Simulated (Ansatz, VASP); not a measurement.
**Two plane-wave programs on Pt**

INCAR

```
SYSTEM = Pt
PREC = Accurate ; ENCUT = 520
EDIFF = 1E-6 ; ISMEAR = 0
SIGMA = 0.1 ; LREAL = .FALSE.
LASPH = .TRUE. ; NELM = 60
ALGO = Normal ; ISIF = 2
LWAVE = .FALSE. ; LCHARG = .FALSE.
GGA = PS ; NBANDS = 11
```

KPOINTS

```
Automatic mesh
0
G
  18 18 18
  0 0 0
```

File POSCAR:

```
Pt
1.0
    0.0000000000      2.0222780657      2.0222780657
    2.0222780657      0.0000000000      2.0222780657
    2.0222780657      2.0222780657      0.0000000000
Pt
1
Direct
    0.0000000000      0.0000000000      0.0000000000
```

Input for Ansatz:

```yaml
crystal:
  lattice:
    - [0.0, 2.0222780657, 2.0222780657]
    - [2.0222780657, 0.0, 2.0222780657]
    - [2.0222780657, 2.0222780657, 0.0]
  atoms:
    - { symbol: Pt, position: [0.0, 0.0, 0.0] }
basis:
  ecutwfc: 420
kpoints:
  mp_grid: { grid: [18, 18, 18] }
hamiltonian:
  xc: pbesol
scf:
  occupations: { method: gaussian, width: 0.1 }
output:
  forces: true
  stress: true
  eigenvalues: true
```

Alike in both runs: task single point; functional PBEsol; k mesh 18 × 18 × 18; occupations gaussian, width 0.1 eV; no spin polarisation.

|  | VASP | Ansatz |
| --- | --- | --- |
| version | VASP 6.6.1 | Ansatz 0.2.0 |
| potentials or method | VASP PAW PBE potentials, release 64 (Pt), cutoff 520 eV | scalar-relativistic, plane waves, PAW |
| valence electrons in the cell | 10 | 18 |

|  | VASP | Ansatz | Ansatz less VASP |
| --- | --- | --- | --- |
| gap on the k mesh at the Fermi level (eV) | none | none | - |
| pressure (GPa) | -21.5 | -21.2 | +0.35 |

VASP's potentials were made for PBE, not for PBEsol. A gap of «none» marks a metal or a gap that the smearing closes. VASP's potentials hold 10 valence electrons a cell and Ansatz's 18, so a difference there can come from the potentials and not from the codes.

Spin-orbit coupling is off throughout.
